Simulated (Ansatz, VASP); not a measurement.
# Zr in VASP and in Ansatz

Contents of INCAR:

```
ALGO = Normal
EDIFF = 1E-8
ENCUT = 400
GGA = PE
GGA_COMPAT = False
ISIF = 2
ISMEAR = -1
LASPH = True
LCHARG = False
LEFG = True
LREAL = False
LWAVE = False
NBANDS = 12
NELM = 120
PREC = Accurate
SIGMA = 0.05
```

KPOINTS

```
k-points
0
Gamma
  13 13 13
```

The input POSCAR:

```
Zr
1.0
    0.0000000000      2.2093582665      2.2093582665
    2.2093582665      0.0000000000      2.2093582665
    2.2093582665      2.2093582665      0.0000000000
Zr
1
Direct
    0.0000000000      0.0000000000      0.0000000000
```

Input for Ansatz:

```yaml
crystal:
  lattice:
    - [0.0, 2.2093582665, 2.2093582665]
    - [2.2093582665, 0.0, 2.2093582665]
    - [2.2093582665, 2.2093582665, 0.0]
  atoms:
    - { symbol: Zr, position: [0.0, 0.0, 0.0] }
kpoints:
  mp_grid: { grid: [13, 13, 13] }
scf:
  occupations: { method: fermi_dirac, width: 0.05 }
hamiltonian:
  xc: pbe
  pseudopotentials: { kind: all_electron, datasets: crystal }
output:
  forces: true
  stress: true
  eigenvalues: true
  efg: { contact_densities: true }
```

Change from the starting cell: volume scaled by 0.9405, crystal datasets.

Alike in both runs: task electric field gradients; functional PBE; k mesh 13 × 13 × 13; occupations fermi-dirac, width 0.05 eV; no spin polarisation.

|  | VASP | Ansatz |
| --- | --- | --- |
| version | VASP 6.6.1 | Ansatz 0.2.0 |
| potentials or method | VASP PAW PBE potentials, release 64 (Zr_sv), cutoff 400 eV | all-electron PAW with datasets made for the crystal, scalar-relativistic |

Ansatz gave:

* pressure (GPa): 7.4

Problem. Which values does VASP return?

Solution. Pressure (GPa): 7.2.

Ansatz ran all-electron here, and VASP with PAW potentials.
